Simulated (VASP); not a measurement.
# Ta (Im-3m) in VASP: notebook, part 2 of 2

VASP 6.6.1.

**4. Electric field gradients, PBEsol (volume scaled by 0.94)**

Contents of INCAR:

```
PREC = Accurate
ENCUT = 520
EDIFF = 1E-8
ISMEAR = -1
SIGMA = 0.08
LREAL = False
LASPH = True
NELM = 80
ALGO = Normal
ISIF = 2
LWAVE = False
LCHARG = False
GGA = PS
LEFG = True
NBANDS = 12
```

Contents of KPOINTS:

```
Automatic mesh
0
Gamma
  17 17 17
```

Contents of POSCAR:

```
Ta
1.0
   -1.6175709496      1.6175709496      1.6175709496
    1.6175709496     -1.6175709496      1.6175709496
    1.6175709496      1.6175709496     -1.6175709496
Ta
1
Direct
    0.0000000000      0.0000000000      0.0000000000
```

Potentials or basis: VASP PAW PBE potentials, release 64 (Ta_pv).

On the command line:

```
> cat potpaw_PBE.64/Ta_pv/POTCAR > POTCAR
> mpirun -np 1 vasp_std > vasp.out
```

OUTCAR:

```text
PREC = Accurate
   ENCUT = 520
   EDIFF = 1E-8
   ISMEAR = -1
   LREAL = False
   LASPH = True
   NELM = 80
   ISIF = 2
   GGA = PS

 ion  position               nearest neighbor table
   1  0.000  0.000  0.000-

  LATTYP: Found a body centered cubic cell.
 ALAT       =     3.2351418992

  Lattice vectors:

 A1 = (  -1.6175709496,   1.6175709496,   1.6175709496)
 A2 = (   1.6175709496,  -1.6175709496,   1.6175709496)
 A3 = (   1.6175709496,   1.6175709496,  -1.6175709496)

Analysis of symmetry for initial positions (statically):
=====================================================================
 Subroutine PRICEL returns:
 Original cell was already a primitive cell.

 Routine SETGRP: Setting up the symmetry group for a
 body centered cubic supercell.

 Subroutine GETGRP returns: Found 48 space group operations
[... 540 lines left out ...]
  external PRESSURE =     100.8742911 kB  Pullay stress =       0.0000000 kB

 VOLUME and BASIS-vectors are now :
 -----------------------------------------------------------------------------
  energy-cutoff  :      520.00
  volume of cell :       16.93
      direct lattice vectors                 reciprocal lattice vectors
    -1.617570950  1.617570950  1.617570950     0.000000000  0.309105452  0.309105452
     1.617570950 -1.617570950  1.617570950     0.309105452  0.000000000  0.309105452
     1.617570950  1.617570950 -1.617570950     0.309105452  0.309105452  0.000000000

 POSITION                                       TOTAL-FORCE (eV/Angst)
 -----------------------------------------------------------------------------------
      0.00000      0.00000      0.00000         0.000000      0.000000      0.000000
 -----------------------------------------------------------------------------------
    total drift:                               -0.000000      0.000000     -0.000000

  FREE ENERGIE OF THE ION-ELECTRON SYSTEM (eV)
  ---------------------------------------------------
  free  energy   TOTEN  =       -12.5422140237 eV

  energy  without entropy=      -12.5160329812  energy(sigma->0) =      -12.52912350

 Electric field gradients (V/A^2)
---------------------------------------------------------------------
 ion       V_xx      V_yy      V_zz      V_xy      V_xz      V_yz
---------------------------------------------------------------------
   1       0.000     0.000    -0.000    -0.000    -0.000    -0.000
---------------------------------------------------------------------

 Electric field gradients after diagonalization (V/A^2)
 (convention: |V_zz| > |V_xx| > |V_yy|)
----------------------------------------------------------------------
 ion       V_xx      V_yy      V_zz     asymmetry (V_yy - V_xx)/ V_zz
----------------------------------------------------------------------
   1       0.000     0.000    -0.001       0.000
----------------------------------------------------------------------

           NMR quadrupolar parameters

 Cq : quadrupolar parameter    Cq=e*Q*V_zz/h
 eta: asymmetry parameters     (V_yy - V_xx)/ V_zz
 Q  : nuclear electric quadrupole moment in mb (millibarn)
----------------------------------------------------------------------
 ion       Cq(MHz)       eta       Q (mb)
----------------------------------------------------------------------
   1      -0.000       0.000       1.000
----------------------------------------------------------------------
```

stdout:

```text
POSCAR found type information on POSCAR Ta
 POSCAR found :  1 types and       1 ions
 scaLAPACK will be used
 -----------------------------------------------------------------------------
|                                                                             |
|                                                                             |
|     You enforced a specific xc type in the INCAR file but a different       |
|     I HOPE YOU KNOW WHAT YOU ARE DOING!                                     |
|                                                                             |
 -----------------------------------------------------------------------------

 LDA part: xc-table for (Slater+PW92), standard interpolation
 POSCAR, INCAR and KPOINTS ok, starting setup
 FFT: planning ... GRIDC
 FFT: planning ... GRID_SOFT
 FFT: planning ... GRID
 WAVECAR not read
 entering main loop
ion   1
```

Wall time 34 s (1 thread of Intel Xeon 8259CL, shared host); peak memory 0.16 GiB.

What came out:

| Quantity | Value |
| --- | --- |
| Free energy | -12.5422 eV |
| Pressure | 10.1 GPa |

Levels at points of the mesh, in eV from the Fermi level:
```csv
k point,band 3,band 4,band 5,band 6,band 7,band 8
"(0.00, 0.00, 0.00)",-32.76,-8.15,0.73,0.73,0.73,4.22
```

Caveat: without QUAD_EFG the Cq values of the log hold for a quadrupole moment of 1 mb, not for the nuclei; the PAW data sets were made with another functional, which shifts forces and pressure a little; spin-orbit coupling is left out, which moves the levels of the heavy elements.

**5. Electric field gradients, PBEsol (volume scaled by 0.94)**

Contents of INCAR:

```
SYSTEM = Ta
ALGO = Normal
EDIFF = 1E-8
ENCUT = 520
GGA = PS
ISIF = 2
ISMEAR = -1
LASPH = .True.
LCHARG = .False.
LEFG = .True.
LREAL = .False.
LWAVE = .False.
NBANDS = 12
NELM = 100
PREC = Accurate
SIGMA = 0.08
```

Contents of KPOINTS:

```
k-points
0
Gamma
  17 17 17
  0 0 0
```

POSCAR is that of step 4.

Potentials or basis: VASP PAW PBE potentials, release 64 (Ta_pv).

On the command line:

```
> cat potpaw_PBE.64/Ta_pv/POTCAR > POTCAR
> mpirun -np 1 vasp_std > vasp.out
```

OUTCAR:

```text
SYSTEM = Ta
   EDIFF = 1E-8
   ENCUT = 520
   GGA = PS
   ISIF = 2
   ISMEAR = -1
   LASPH = .True.
   LREAL = .False.
   NELM = 100
   PREC = Accurate

 ion  position               nearest neighbor table
   1  0.000  0.000  0.000-

  LATTYP: Found a body centered cubic cell.
 ALAT       =     3.2351418992

  Lattice vectors:

 A1 = (  -1.6175709496,   1.6175709496,   1.6175709496)
 A2 = (   1.6175709496,  -1.6175709496,   1.6175709496)
 A3 = (   1.6175709496,   1.6175709496,  -1.6175709496)

Analysis of symmetry for initial positions (statically):
=====================================================================
 Subroutine PRICEL returns:
 Original cell was already a primitive cell.

 Routine SETGRP: Setting up the symmetry group for a
 body centered cubic supercell.

 Subroutine GETGRP returns: Found 48 space group operations
 (whereof 48 operations were pure point group operations)
[... 540 lines left out ...]

 VOLUME and BASIS-vectors are now :
 -----------------------------------------------------------------------------
  energy-cutoff  :      520.00
  volume of cell :       16.93
      direct lattice vectors                 reciprocal lattice vectors
    -1.617570950  1.617570950  1.617570950     0.000000000  0.309105452  0.309105452
     1.617570950 -1.617570950  1.617570950     0.309105452  0.000000000  0.309105452
     1.617570950  1.617570950 -1.617570950     0.309105452  0.309105452  0.000000000

 POSITION                                       TOTAL-FORCE (eV/Angst)
 -----------------------------------------------------------------------------------
      0.00000      0.00000      0.00000         0.000000      0.000000      0.000000
 -----------------------------------------------------------------------------------
    total drift:                               -0.000000      0.000000     -0.000000

  FREE ENERGIE OF THE ION-ELECTRON SYSTEM (eV)
  ---------------------------------------------------
  free  energy   TOTEN  =       -12.5422140237 eV

  energy  without entropy=      -12.5160329812  energy(sigma->0) =      -12.52912350

 Electric field gradients (V/A^2)
---------------------------------------------------------------------
 ion       V_xx      V_yy      V_zz      V_xy      V_xz      V_yz
---------------------------------------------------------------------
   1       0.000     0.000    -0.000    -0.000    -0.000    -0.000
---------------------------------------------------------------------

 Electric field gradients after diagonalization (V/A^2)
 (convention: |V_zz| > |V_xx| > |V_yy|)
----------------------------------------------------------------------
 ion       V_xx      V_yy      V_zz     asymmetry (V_yy - V_xx)/ V_zz
----------------------------------------------------------------------
   1       0.000     0.000    -0.001       0.000
----------------------------------------------------------------------

           NMR quadrupolar parameters

 Cq : quadrupolar parameter    Cq=e*Q*V_zz/h
 eta: asymmetry parameters     (V_yy - V_xx)/ V_zz
 Q  : nuclear electric quadrupole moment in mb (millibarn)
----------------------------------------------------------------------
 ion       Cq(MHz)       eta       Q (mb)
----------------------------------------------------------------------
   1      -0.000       0.000       1.000
----------------------------------------------------------------------
```

stdout:

```text
POSCAR found type information on POSCAR Ta
 POSCAR found :  1 types and       1 ions
 scaLAPACK will be used
 -----------------------------------------------------------------------------
|                                                                             |
|                                                                             |
|     You enforced a specific xc type in the INCAR file but a different       |
|     I HOPE YOU KNOW WHAT YOU ARE DOING!                                     |
|                                                                             |
 -----------------------------------------------------------------------------

 LDA part: xc-table for (Slater+PW92), standard interpolation
 POSCAR, INCAR and KPOINTS ok, starting setup
 FFT: planning ... GRIDC
 FFT: planning ... GRID_SOFT
 FFT: planning ... GRID
 WAVECAR not read
 entering main loop
ion   1
```

It took 41 s on 1 thread of Intel Xeon 8259CL, shared host; peak memory 0.17 GiB.

What came out:

| Quantity | Value |
| --- | --- |
| Free energy | -12.5422 eV |
| Pressure | 10.1 GPa |

Caveat: without QUAD_EFG the Cq values of the log hold for a quadrupole moment of 1 mb, not for the nuclei; the PAW data sets were made with another functional, which shifts forces and pressure a little; spin-orbit coupling is left out, which moves the levels of the heavy elements.
